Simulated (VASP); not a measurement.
# BN (P6_3mc) in VASP: further runs

BN is run at these levels: PBEsol; tasks: single point.

Everything below comes from runs of VASP 6.6.1. Logs are shortened: lines on timing, memory, paths and dates and some standing lists are left out, and cuts for length are marked.

### 1 The cell of the first run

It takes space group P6_3mc (No. 186, hexagonal). Conventional cell: a = 2.554 Å, b = 2.554 Å, c = 4.227 Å, α = 90.00°, β = 90.00°, γ = 120.00°. N (site symmetry 3m) has 4 B at 1.57 to 1.58 Å within 2.1 Å. B (site symmetry 3m) has 4 N at 1.57 to 1.58 Å within 2.1 Å.

### 2 Single point, PBEsol

INCAR

```
SYSTEM = BN
  ALGO = Normal
  EDIFF = 1E-6
  ENCUT = 600
  GGA = PS
  GGA_COMPAT = .FALSE.
  ISIF = 2
  ISMEAR = -1
  LASPH = .TRUE.
  LCHARG = .FALSE.
  LREAL = .FALSE.
  LWAVE = .FALSE.
  NBANDS = 16
  NELM = 120
  PREC = Accurate
  SIGMA = 0.05
```

KPOINTS

```
k-points
0
G
  10 10 5
  0 0 0
```

POSCAR

```
BN
1.0
    2.5539396017      0.0000000000      0.0000000000
   -1.2769698009      2.2117765748      0.0000000000
    0.0000000000      0.0000000000      4.2268550000
N B
2 2
Direct
    0.3333333333      0.6666666667      0.1252760000
    0.6666666667      0.3333333333      0.6252760000
    0.3333333333      0.6666666667      0.4997240000
    0.6666666667      0.3333333333      0.9997240000
```

Potentials or basis: VASP PAW PBE potentials, release 64 (N, B).

Run with:

```console
$ cat potpaw_PBE.64/N/POTCAR potpaw_PBE.64/B/POTCAR > POTCAR
$ mpirun -np 1 vasp_std > vasp.out
```

OUTCAR:

```text
SYSTEM = BN
   EDIFF = 1E-6
   ENCUT = 600
   GGA = PS
   ISIF = 2
   ISMEAR = -1
   LASPH = .TRUE.
   LREAL = .FALSE.
   NELM = 120
   PREC = Accurate

 ion  position               nearest neighbor table
   1  0.333  0.667  0.125-   4 1.57   4 1.57   4 1.57   3 1.58
   2  0.667  0.333  0.625-   3 1.57   3 1.57   3 1.57   4 1.58
   3  0.333  0.667  0.500-   2 1.57   2 1.57   2 1.57   1 1.58
   4  0.667  0.333  1.000-   1 1.57   1 1.57   1 1.57   2 1.58

  LATTYP: Found a hexagonal cell.
 ALAT       =     2.5539396017
 C/A-ratio  =     1.6550332659

  Lattice vectors:

 A1 = (   2.5539396017,   0.0000000000,   0.0000000000)
 A2 = (  -1.2769698009,   2.2117765748,   0.0000000000)
 A3 = (   0.0000000000,   0.0000000000,   4.2268550000)

Analysis of symmetry for initial positions (statically):
=====================================================================
 Subroutine PRICEL returns:
 Original cell was already a primitive cell.

 Routine SETGRP: Setting up the symmetry group for a
 hexagonal supercell.

 Subroutine GETGRP returns: Found 12 space group operations
 (whereof  6 operations were pure point group operations)
 out of a pool of 24 trial point group operations.

The static configuration has the point symmetry C_3v.
 The point group associated with its full space group is C_6v.

Analysis of symmetry for dynamics (positions and initial velocities):
=====================================================================
 Subroutine PRICEL returns:
 Original cell was already a primitive cell.

 Routine SETGRP: Setting up the symmetry group for a
 hexagonal supercell.

 Subroutine GETGRP returns: Found 12 space group operations
 (whereof  6 operations were pure point group operations)
 out of a pool of 24 trial point group operations.

The dynamic configuration has the point symmetry C_3v.
 The point group associated with its full space group is C_6v.

 Subroutine INISYM returns: Found 12 space group operations
 (whereof  6 operations are pure point group operations),
 and found     1 'primitive' translations

----------------------------------------------------------------------------------------

                                     Primitive cell

  volume of cell :      23.8764

  direct lattice vectors                    reciprocal lattice vectors
     2.553939602  0.000000000  0.000000000     0.391551938  0.226062617  0.000000000
    -1.276969801  2.211776575  0.000000000     0.000000000  0.452125233  0.000000000
     0.000000000  0.000000000  4.226855000     0.000000000  0.000000000  0.236582518

  length of vectors
     2.553939602  2.553939602  4.226855000     0.452125233  0.452125233  0.236582518

  position of ions in fractional coordinates (direct lattice)
     0.333333333  0.666666667  0.125276000
     0.666666667  0.333333333  0.625276000
     0.333333333  0.666666667  0.499724000
     0.666666667  0.333333333  0.999724000

  ion indices of the primitive-cell ions
   primitive index   ion index
                 1           1
                 2           2
                 3           3
                 4           4

----------------------------------------------------------------------------------------

 KPOINTS: k-points

Automatic generation of k-mesh.
 Grid dimensions read from file:
 generate k-points for:   10   10    5

 Generating k-lattice:

  Cartesian coordinates                     Fractional coordinates (reciprocal lattice)
     0.039155194  0.022606262  0.000000000     0.100000000  0.000000000  0.000000000
     0.000000000  0.045212523  0.000000000     0.000000000  0.100000000  0.000000000
     0.000000000  0.000000000  0.047316504     0.000000000  0.000000000  0.200000000

  Length of vectors
     0.045212523  0.045212523  0.047316504

  Shift w.r.t. Gamma in fractional coordinates (k-lattice)
     0.000000000  0.000000000  0.000000000

 Subroutine IBZKPT returns following result:
 ===========================================

 Found     42 irreducible k-points:

 Following reciprocal coordinates:
            Coordinates               Weight
  0.000000  0.000000  0.000000      1.000000
  0.100000  0.000000  0.000000      6.000000
  0.200000  0.000000  0.000000      6.000000
  0.300000  0.000000  0.000000      6.000000
  0.400000  0.000000  0.000000      6.000000
  0.500000  0.000000  0.000000      3.000000
[... 16 lines left out ...]
  0.300000  0.100000  0.200000     24.000000
  0.400000  0.100000  0.200000     24.000000
 [... further k-points ...]
   k-points           NKPTS =     42   k-points in BZ     NKDIM =     42   number of bands    NBANDS=     16
   number of dos      NEDOS =    301   number of ions     NIONS =      4
   total plane-waves  NPLWV =  14400
   dimension x,y,z NGX =    20 NGY =   20 NGZ =   36
   dimension x,y,z NGXF=    40 NGYF=   40 NGZF=   72
   ions per type =               2   2
   NGX,Y,Z   is equivalent  to a cutoff of  13.02, 13.02, 14.16 a.u.
   NGXF,Y,Z  is equivalent  to a cutoff of  26.04, 26.04, 28.32 a.u.
 SYSTEM =  BN
   PREC   = accura    normal or accurate (medium, high low for compatibility)
   ISTART =      0    job   : 0-new  1-cont  2-samecut
   ICHARG =      2    charge: 1-file 2-atom 10-const
   ISPIN  =      1    spin polarized calculation?
   LNONCOLLINEAR =      F non collinear calculations
   LSORBIT =      F    spin-orbit coupling
   LASPH  =      T    aspherical Exc in radial PAW
   ENCUT  =  600.0 eV  44.10 Ry    6.64 a.u.   5.10  5.10  8.44*2*pi/ulx,y,z
   NELM   =    120;   NELMIN=  2; NELMDL= -5     # of ELM steps
   EDIFF  = 0.1E-05   stopping-criterion for ELM
   LREAL  =      F    real-space projection
   EDIFFG = 0.1E-04   stopping-criterion for IOM
   NSW    =      0    number of steps for IOM
   IBRION =     -1    ionic relax: 0-MD 1-quasi-New 2-CG
   NFREE  =      0    steps in history (QN), initial steepest desc. (CG)
   ISIF   =      2    stress and relaxation
   ISYM   =      2    0-nonsym 1-usesym 2-fastsym
   POTIM  = 0.5000    time-step for ionic-motion
   TEBEG  =    0.0;   TEEND  =   0.0 temperature during run
   PSTRESS=    0.0 pullay stress
   NELECT =      16.0000    total number of electrons
   NUPDOWN=      -1.0000    fix difference up-down
   EMIN   =  10.00;   EMAX   =-10.00  energy-range for DOS
   EFERMI =   0.00;   METHOD = LEGACY
   ISMEAR =    -1;   SIGMA  =   0.05  broadening in eV -4-tet -1-fermi 0-gaus
   EFERMI_NEDOS =   21; number of points for ismear=-14 and -15
   IALGO  =     38    algorithm
   IMIX   =      4    mixing-type and parameters
     AMIX     =   0.40;   BMIX     =  1.00
     AMIX_MAG =   1.60;   BMIX_MAG =  1.00
  volume/ion in A,a.u.               =       5.97        40.28
  Fermi-wavevector in a.u.,A,eV,Ry     =   1.432600  2.707222 27.923836  2.052344
  Thomas-Fermi vector in A             =   2.552210
   LORBIT       =      0    0 simple, 1 ext, 2 COOP (PROOUT), +10 PAW based schemes
   GGA     = PS    functional components
   LHFCALC =     F    Hartree Fock is set to
   AEXX    =    0.0000 exact exchange contribution
   IVDW    =     0    specifies the selected vdW correction
   LEPSILON=     F    determine dielectric tensor
   LRPA    =     F    only Hartree local field effects (RPA)
 non-spin polarized calculation
  energy-cutoff  :      600.00
  volume of cell :       23.88
 maximum number of plane-waves:       807
   NGX = 11   NGY = 11   NGZ = 17

 number of electron      16.0000003 magnetization

 Free energy of the ion-electron system (eV)
  ---------------------------------------------------
  ext. energy  EPLUGINS =         0.00000000
  ---------------------------------------------------
  free energy    TOTEN  =       -36.62828030 eV

  energy without entropy =      -36.62828030  energy(sigma->0) =      -36.62828030

 E-fermi :   8.4073     XC(G=0): -12.9558

 val. band max:        7.3927217918   @ k =   0.0000   0.0000   0.0000
 cond. band min:      12.5576581960   @ k =   0.3000   0.3000   0.0000
 fundamental gap:      5.1649364041
 Fermi energy:         8.4073270058

 k-point     1 :       0.0000    0.0000    0.0000
  band No.  band energies     occupation
      1     -12.9193      2.00000
      2      -8.7697      2.00000
      3      -3.5253      2.00000
      4       5.2825      2.00000
      5       5.2825      2.00000
      6       7.1133      2.00000
[... 8 lines left out ...]
     15      19.1644      0.00000
     16      23.3226      0.00000

 k-point     2 :       0.1000    0.0000    0.0000
  band No.  band energies     occupation
      1     -12.7024      2.00000
      2      -8.6036      2.00000
      3      -3.3101      2.00000
      4       4.3099      2.00000
      5       4.8866      2.00000
      6       6.5857      2.00000
[... 8 lines left out ...]
     15      19.7835      0.00000
     16      22.9941      0.00000

 k-point     3 :       0.2000    0.0000    0.0000
  band No.  band energies     occupation
      1     -12.0619      2.00000
      2      -8.1401      2.00000
      3      -2.6768      2.00000
      4       2.1393      2.00000
      5       4.0348      2.00000
      6       4.7178      2.00000
[... 8 lines left out ...]
     15      21.3064      0.00000
     16      22.2680      0.00000

 k-point     4 :       0.3000    0.0000    0.0000
  band No.  band energies     occupation
      1     -11.0374      2.00000
      2      -7.5324      2.00000
      3      -1.6763      2.00000
      4      -0.1614      2.00000
      5       2.5640      2.00000
      6       3.1977      2.00000
[... 8 lines left out ...]
     15      23.0469      0.00000
     16      23.0838      0.00000
[... 324 lines left out ...]
 k-point    22 :       0.2000    0.1000    0.2000
  band No.  band energies     occupation
      1     -11.2140      2.00000
      2      -8.3688      2.00000
      3      -1.2125      2.00000
      4       1.2962      2.00000
      5       2.5069      2.00000
      6       3.5633      2.00000
[... 8 lines left out ...]
     15      22.0152      0.00000
     16      22.6956      0.00000

 k-point    23 :       0.3000    0.1000    0.2000
  band No.  band energies     occupation
      1     -10.0623      2.00000
      2      -7.6645      2.00000
      3      -1.4668      2.00000
      4       0.3320      2.00000
      5       0.9726      2.00000
      6       2.4871      2.00000
[... 8 lines left out ...]
     15      22.9793      0.00000
     16      23.5479      0.00000

 k-point    24 :       0.4000    0.1000    0.2000
  band No.  band energies     occupation
      1      -8.8453      2.00000
      2      -7.4568      2.00000
      3      -2.3418      2.00000
      4      -0.7663      2.00000
      5       1.2500      2.00000
      6       2.1532      2.00000
[... 8 lines left out ...]
     15      23.7754      0.00000
     16      24.3258      0.00000

 [... further k-points ...]

------------------------ aborting loop because EDIFF is reached ----------------------------------------

  FORCE on cell =-STRESS in cart. coord.  units (eV):
  Direction    XX          YY          ZZ          XY          YZ          ZX
  --------------------------------------------------------------------------------------
  -------------------------------------------------------------------------------------
  Total       -0.8096721     -0.8096721     -0.9027530      0.0000000      0.0000000      0.0000000
  in kB      -54.3313520    -54.3313520    -60.5773509      0.0000000      0.0000000      0.0000000
  external PRESSURE =     -56.4133516 kB  Pullay stress =       0.0000000 kB

 VOLUME and BASIS-vectors are now :
 -----------------------------------------------------------------------------
  energy-cutoff  :      600.00
  volume of cell :       23.88
      direct lattice vectors                 reciprocal lattice vectors
     2.553939602  0.000000000  0.000000000     0.391551938  0.226062617  0.000000000
    -1.276969801  2.211776575  0.000000000     0.000000000  0.452125233  0.000000000
     0.000000000  0.000000000  4.226855000     0.000000000  0.000000000  0.236582518

 POSITION                                       TOTAL-FORCE (eV/Angst)
 -----------------------------------------------------------------------------------
     -0.00000      1.47452      0.52952         0.000000     -0.000000     -0.010026
      1.27697      0.73726      2.64295        -0.000000      0.000000     -0.010026
     -0.00000      1.47452      2.11226        -0.000000     -0.000000      0.010026
      1.27697      0.73726      4.22569         0.000000      0.000000      0.010026
 -----------------------------------------------------------------------------------
    total drift:                               -0.000000      0.000000      0.000458

  FREE ENERGIE OF THE ION-ELECTRON SYSTEM (eV)
  ---------------------------------------------------
  free  energy   TOTEN  =       -36.6282802977 eV

  energy  without entropy=      -36.6282802977  energy(sigma->0) =      -36.62828030
```

It took 13 s on 1 thread of Intel Xeon Platinum 8488C (Sapphire Rapids), shared host; peak memory 0.14 GiB.

Results:

* Free energy: -36.6283 eV
* Pressure: -5.6 GPa
* Largest force: 0.010 eV/Å
* Band gap on the k mesh: 5.17 eV (least direct gap 8.14 eV)

Forces in eV/Å, atoms in the order of the input:
```
N    0.000  0.000 -0.010
N    0.000  0.000 -0.010
B    0.000  0.000  0.010
B    0.000  0.000  0.010
```

Levels at points of the mesh, in eV from the valence-band top:
```csv
k point,band 5,band 6,band 7,band 8,band 9,band 10,band 11,band 12
"(0.00, 0.00, 0.00)",-2.11,-0.28,0.00,0.00,8.27,8.27,8.46,9.36
"(0.50, 0.00, 0.00)",-6.90,-4.97,-4.43,-2.10,6.53,7.77,10.47,11.28
```

Caveat: the cell stands under tension; the PAW data sets were made with another functional, which shifts forces and pressure a little. A k mesh can miss the band edges.

(Continued in part 2 of 2.)
